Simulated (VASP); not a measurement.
# HfO2 (I4/mmm) in VASP: further runs, part 2 of 2

VASP 6.6.1. The steps go on from the part before.

### 3 Single point, r2SCAN, non-collinear spin, zero start, spin-orbit coupling (epitaxial xy strain +1.0%)

Contents of POSCAR:

```
HfO2
1.0
    0.0000000000      2.5544741425      2.5205642908
    2.5544741425      0.0000000000      2.5205642908
    2.5544741425      2.5544741425      0.0000000000
Hf O
1 2
Direct
    0.0000000000      0.0000000000      0.0000000000
    0.2500000000      0.2500000000      0.2500000000
    0.7500000000      0.7500000000      0.7500000000
```

Contents of INCAR.step1:

```
SYSTEM = HfO2
PREC = Accurate
ENCUT = 520
ISMEAR = 0
SIGMA = 0.01
LREAL = .FALSE.
LASPH = .TRUE.
NELM = 150
MAGMOM = 0 0 0 0 0 0 0 0 0
LSORBIT = .TRUE.
GGA_COMPAT = .FALSE.
LMAXMIX = 4
NBANDS = 35
GGA = PE
ALGO = Normal
EDIFF = 1E-4
LWAVE = .TRUE.
LCHARG = .FALSE.
```

Contents of INCAR.step2:

```
SYSTEM = HfO2
PREC = Accurate
ENCUT = 520
EDIFF = 1E-6
ISMEAR = 0
SIGMA = 0.01
LREAL = .FALSE.
LASPH = .TRUE.
NELM = 150
ALGO = Normal
ISIF = 2
LWAVE = .FALSE.
LCHARG = .FALSE.
MAGMOM = 0 0 0 0 0 0 0 0 0
LORBIT = 11
LSORBIT = .TRUE.
GGA_COMPAT = .FALSE.
LORBMOM = .TRUE.
LMAXMIX = 4
METAGGA = R2SCAN
LMIXTAU = .TRUE.
NBANDS = 35
ISTART = 1
```

Contents of KPOINTS:

```
regular mesh
0
G
  8 8 8
  0 0 0
```

Potentials or basis: VASP PAW PBE potentials, release 64 (Hf_pv, O).

Launch:

```bash
> cat potpaw_PBE.64/Hf_pv/POTCAR potpaw_PBE.64/O/POTCAR > POTCAR
> cp INCAR.step1 INCAR
> mpirun -np 1 vasp_ncl > vasp.out
> cp INCAR.step2 INCAR
> mpirun -np 1 vasp_ncl > vasp.out
```

OUTCAR:

```text
SYSTEM = HfO2
   PREC = Accurate
   ENCUT = 520
   EDIFF = 1E-6
   ISMEAR = 0
   LREAL = .FALSE.
   LASPH = .TRUE.
   NELM = 150
   ISIF = 2
   LORBIT = 11
   LSORBIT = .TRUE.
   METAGGA = R2SCAN
   ISTART = 1

 ion  position               nearest neighbor table
   1  0.000  0.000  0.000-   3 2.20   2 2.20   3 2.20   2 2.20   3 2.20   3 2.20   2 2.20   2 2.20

   2  0.250  0.250  0.250-   1 2.20   1 2.20   1 2.20   1 2.20
   3  0.750  0.750  0.750-   1 2.20   1 2.20   1 2.20   1 2.20

  LATTYP: Found a body centered tetragonal cell.
 ALAT       =     3.6125719771
 C/A-ratio  =     1.3954403161

  Lattice vectors:

 A1 = (   0.0000000000,  -2.5544741425,  -2.5205642908)
 A2 = (   0.0000000000,   2.5544741425,  -2.5205642908)
 A3 = (   2.5544741425,   0.0000000000,   2.5205642908)

Analysis of symmetry for initial positions (statically):
=====================================================================
 Subroutine PRICEL returns:
 Original cell was already a primitive cell.

 Routine SETGRP: Setting up the symmetry group for a
 body centered tetragonal supercell.

 Subroutine GETGRP returns: Found 16 space group operations
 (whereof 16 operations were pure point group operations)
 out of a pool of 16 trial point group operations.

The static configuration has the point symmetry D_4h.

Analysis of symmetry for dynamics (positions and initial velocities):
=====================================================================
 Subroutine PRICEL returns:
 Original cell was already a primitive cell.

 Routine SETGRP: Setting up the symmetry group for a
 body centered tetragonal supercell.

 Subroutine GETGRP returns: Found 16 space group operations
 (whereof 16 operations were pure point group operations)
 out of a pool of 16 trial point group operations.

The dynamic configuration has the point symmetry D_4h.

Analysis of structural, dynamic, and magnetic symmetry:
[... 1097 lines left out ...]

 # of ion     p       d       tot
 ----------------------------------------
  1         0.000   0.000   0.000
  2         0.000   0.000   0.000
  3         0.000   0.000   0.000
 ----------------------------------------
            0.000   0.000   0.000

 orbital moment (y)

 # of ion     p       d       tot
 ----------------------------------------
  1         0.000  -0.000  -0.000
  2         0.000   0.000   0.000
  3         0.000   0.000   0.000
 ----------------------------------------
            0.000  -0.000   0.000

 orbital moment (z)

 # of ion     p       d       tot
 ----------------------------------------
  1         0.000   0.000   0.000
  2         0.000   0.000   0.000
  3         0.000   0.000   0.000
 ----------------------------------------
            0.000   0.000   0.000

 Spin-Orbit-Coupling matrix elements

 Ion:    1  E_soc:     -1.1881128
 l=   1
     0.0000000    -0.1946033    -0.1944704
    -0.1946033     0.0000000    -0.1946033
    -0.1944704    -0.1946033     0.0000000
 l=   2
     0.0000000    -0.0008622     0.0000000    -0.0008622    -0.0025909
    -0.0008622     0.0000000    -0.0019513    -0.0008618    -0.0006499
     0.0000000    -0.0019513     0.0000000    -0.0019513     0.0000000
    -0.0008622    -0.0008618    -0.0019513     0.0000000    -0.0006499
    -0.0025909    -0.0006499     0.0000000    -0.0006499     0.0000000
 l=   3
     0.0000000     0.0000000     0.0000000     0.0000000     0.0000000     0.0000000     0.0000000
     0.0000000     0.0000000     0.0000000     0.0000000     0.0000000     0.0000000     0.0000000
     0.0000000     0.0000000     0.0000000     0.0000000     0.0000000     0.0000000     0.0000000
     0.0000000     0.0000000     0.0000000     0.0000000     0.0000000     0.0000000     0.0000000
[... 29 lines left out ...]
 l=   2
     0.0000000     0.0000000     0.0000000     0.0000000     0.0000000
     0.0000000     0.0000000     0.0000000     0.0000000     0.0000000
     0.0000000     0.0000000     0.0000000     0.0000000     0.0000000
     0.0000000     0.0000000     0.0000000     0.0000000     0.0000000
     0.0000000     0.0000000     0.0000000     0.0000000     0.0000000
 l=   3
     0.0000000     0.0000000     0.0000000     0.0000000     0.0000000     0.0000000     0.0000000
     0.0000000     0.0000000     0.0000000     0.0000000     0.0000000     0.0000000     0.0000000
     0.0000000     0.0000000     0.0000000     0.0000000     0.0000000     0.0000000     0.0000000
     0.0000000     0.0000000     0.0000000     0.0000000     0.0000000     0.0000000     0.0000000
     0.0000000     0.0000000     0.0000000     0.0000000     0.0000000     0.0000000     0.0000000
     0.0000000     0.0000000     0.0000000     0.0000000     0.0000000     0.0000000     0.0000000
     0.0000000     0.0000000     0.0000000     0.0000000     0.0000000     0.0000000     0.0000000

 total charge

# of ion       s       p       d       tot
------------------------------------------
    1        0.293   6.602   1.306   8.201
    2        1.566   3.574   0.000   5.140
    3        1.566   3.574   0.000   5.140
--------------------------------------------------
tot          3.425  13.750   1.306  18.481

 magnetization (x)

# of ion       s       p       d       tot
------------------------------------------
    1       -0.000   0.000   0.000  -0.000
    2        0.000   0.000   0.000   0.000
    3        0.000   0.000   0.000   0.000
--------------------------------------------------
tot          0.000   0.000   0.000   0.000

 magnetization (y)

# of ion       s       p       d       tot
------------------------------------------
    1        0.000  -0.000  -0.000   0.000
    2       -0.000   0.000   0.000  -0.000
    3       -0.000   0.000   0.000  -0.000
--------------------------------------------------
tot         -0.000  -0.000  -0.000  -0.000

 magnetization (z)

# of ion       s       p       d       tot
------------------------------------------
    1        0.000   0.000   0.000   0.000
    2        0.000   0.000   0.000   0.000
    3        0.000   0.000   0.000   0.000
--------------------------------------------------
tot          0.000   0.000   0.000   0.000
```

Run time: 18 min. Hardware: 1 thread of Oxide Virtual Turin-like, shared host; peak memory 0.31 GiB.

Results:

| Property | Result |
| --- | --- |
| Free energy | -69.1215 eV |
| Pressure | -7.9 GPa |
| Net moment | 0.00 μB per cell |
| Valence electrons inside the program's atomic spheres | Hf 8.20; O 5.14 |

Moments on the atoms (μB; x, y, z):
```
Hf  0.00 0.00 0.00
O   0.00 0.00 0.00
O   0.00 0.00 0.00
```

Caveat: the cell differs from its parent crystal (epitaxial xy strain +1.0%); the stress differs along the axes, from -10 to -4 GPa; the PAW data sets were made with another functional, which shifts forces and pressure a little.
